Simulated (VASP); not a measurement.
A run of VASP 6.6.1 is set up as follows.

Contents of INCAR:

```
SYSTEM = SiGeF6
ALGO     = Normal         ! electronic algorithm
EDIFF    = 1E-6           ! SCF threshold, eV
EDIFFG   = -0.01          ! ionic threshold
ENCUT    = 600            ! plane-wave cutoff, eV
GGA      = PE             ! functional
IBRION   = 2              ! ionic algorithm
ISIF     = 3              ! what is computed and relaxed
ISMEAR   = 0              ! smearing method
LASPH    = .TRUE.         ! aspherical terms in the spheres
LCHARG   = .FALSE.        ! write CHGCAR
LREAL    = .FALSE.        ! projectors in reciprocal space
LWAVE    = .FALSE.        ! write WAVECAR
NELM     = 100            ! most SCF steps
NSW      = 100            ! ionic steps
PREC     = Accurate       ! precision mode
SIGMA    = 0.1            ! smearing width, eV
```

KPOINTS

```
k-points
0
G
  6 6 6
  0 0 0
```

POSCAR

```
SiGeF6
1.0
    5.9998102171      0.0000000000      0.0000000000
    0.0000000000      5.9998102171      0.0000000000
    0.0000000000      0.0000000000      5.9998102171
Si Ge F
1 1 6
Direct
    0.5000000000      0.5000000000      0.5000000000
    0.0000000000      0.0000000000      0.0000000000
    0.6978538631      0.0000000000      0.0000000000
    0.3021461369      0.0000000000      0.0000000000
    0.0000000000      0.6978538631      0.0000000000
    0.0000000000      0.3021461369      0.0000000000
    0.0000000000      0.0000000000      0.6978538631
    0.0000000000      0.0000000000      0.3021461369
```

Potentials or basis: VASP PAW PBE potentials, release 64 (Si, Ge_d, F).

Command:

```sh
$ cat potpaw_PBE.64/Si/POTCAR potpaw_PBE.64/Ge_d/POTCAR potpaw_PBE.64/F/POTCAR > POTCAR
$ mpirun -np 1 vasp_std > vasp.out
```

Q: Predict the relaxed cell.

A: a = 6.030 Å, b = 6.030 Å, c = 6.030 Å, α = 90.00°, β = 90.00°, γ = 90.00°.

Q: Predict the relaxed volume.

A: 27.41 Å³/atom.

Forces on the atoms (eV/Å):
```
Si   0.000  0.000  0.000
Ge   0.000  0.000  0.000
F    0.010  0.000  0.000
F   -0.010  0.000  0.000
F    0.000  0.010  0.000
F    0.000 -0.010  0.000
F    0.000  0.000  0.010
F    0.000  0.000 -0.010
```
